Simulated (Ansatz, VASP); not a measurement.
One calculation of AgCl, two programs

Contents of INCAR:

```
  PREC = Accurate
  ENCUT = 520
  EDIFF = 1E-7
  ISMEAR = -1
  SIGMA = 0.03
  LREAL = False
  LASPH = True
  NELM = 100
  ALGO = Normal
  ISIF = 2
  LWAVE = False
  LCHARG = False
  GGA = PS
  NBANDS = 26
```

The input KPOINTS:

```
regular mesh
0
Gamma
  9 9 8
```

Contents of POSCAR:

```
AgCl
1.0
    1.8709097030     -5.5565952358      0.0000000000
    1.8709097030      5.5565952358      0.0000000000
    0.0000000000      0.0000000000      3.9240373500
Ag Cl
2 2
Direct
    0.3965554000      0.6034446000      0.7500000000
    0.6034446000      0.3965554000      0.2500000000
    0.8654487300      0.1345512700      0.2500000000
    0.1345512700      0.8654487300      0.7500000000
```

Input for Ansatz:

```yaml
crystal:
  lattice:
    - [1.870909703, -5.5565952358, 0.0]
    - [1.870909703, 5.5565952358, 0.0]
    - [0.0, 0.0, 3.92403735]
  atoms:
    - { symbol: Ag, position: [0.3965554, 0.6034446, 0.75] }
    - { symbol: Ag, position: [0.6034446, 0.3965554, 0.25] }
    - { symbol: Cl, position: [0.86544873, 0.13455127, 0.25] }
    - { symbol: Cl, position: [0.13455127, 0.86544873, 0.75] }
kpoints:
  mp_grid: { grid: [9, 9, 8] }
  band_path:
    path:
      - [0.0, 0.0, 0.0]
      - [-0.5, 0.5, 0.0]
      - [-0.2783418463, 0.7216581537, 0.0]
      - [0.2783418463, 0.2783418463, 0.0]
      - [0.0, 0.0, 0.0]
      - [0.0, 0.0, 0.5]
      - [0.2783418463, 0.2783418463, 0.5]
      - [-0.2783418463, 0.7216581537, 0.5]
      - [-0.5, 0.5, 0.5]
    npoints: 14
scf:
  occupations: { method: fermi_dirac, width: 0.03 }
hamiltonian:
  xc: pbesol
  pseudopotentials: { kind: all_electron, lapw: { basis_error: 0.001 } }
output:
  forces: true
  stress: true
  eigenvalues: true
  populations: true
  dos: { projected: true, de: 0.2, e_range: [-14, 8] }
```

Alike in both runs: task single point; functional PBEsol; k mesh 9 × 9 × 8; occupations fermi-dirac, width 0.03 eV; no spin polarisation.

|  | VASP | Ansatz |
| --- | --- | --- |
| version | VASP 6.6.1 | Ansatz 0.2.0 |
| potentials or method | VASP PAW PBE potentials, release 64 (Ag, Cl), cutoff 520 eV | all-electron LAPW, scalar-relativistic |

VASP gave:

- pressure (GPa): -3.0
- traceless stress, the component that is largest in VASP (GPa): 0.60
- rms of the force components (eV/Å): 0.014

Question: What did Ansatz give for the same quantities?

Answer: Pressure (GPa): -2.9; traceless stress, the component that is largest in VASP (GPa): 0.57; rms of the force components (eV/Å): 0.013.

VASP's potentials were made for PBE, not for PBEsol. Atom by atom the forces differ by 0.001 eV/Å (rms over components). Ansatz ran all-electron here, and VASP with PAW potentials.
